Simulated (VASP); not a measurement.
The system is MnHg.

```xyz
2
Lattice="3.3150 0.0000 0.0000 0.0000 3.3150 0.0000 0.0000 0.0000 3.3150" Properties=species:S:1:pos:R:3 pbc="T T T"
Hg    0.0000    0.0000    0.0000
Mn    1.6575    1.6575    1.6575
```

Base run:

| Property | Result |
| --- | --- |
| Program | VASP 6.6.1 |
| Functional | PBE |
| Potentials or basis | VASP PAW PBE potentials, release 64 (Hg_sv_GW, Mn_sv) |
| Cutoff | 680 eV |
| k mesh | 7 × 7 × 7 |
| Occupations | fermi-dirac, width 0.05 eV |
| Spin | collinear spin, ferromagnetic start |
| Starting moments | [0.0, 2.0] μB |
| Fixed moment | 2 μB |

Its results: pressure -10.5 GPa; site moments Hg -0.11; Mn +2.11 μB.

Question: After a change of settings the same cell gave: pressure 22.3 GPa; site moments Hg +0.49; Mn +4.35 μB. Which change was it?
A. fixed moment from 2 μB to 4 μB; moments at the start from [0.0, 2.0] to [0.0, 4.0]
B. fixed moment from 2 μB to 5 μB; moments at the start from [0.0, 2.0] to [0.0, 5.0]
C. fixed moment from 2 μB to 3 μB; moments at the start from [0.0, 2.0] to [0.0, 3.0]
D. fixed moment from 2 μB to 6 μB; moments at the start from [0.0, 2.0] to [0.0, 6.0]

Answer: D.

Caveats: the total moment is fixed, so each spin has its own Fermi level and the state may be an excited one; the cell stands under tension (at least some runs); the cell stands under pressure (at least some runs).
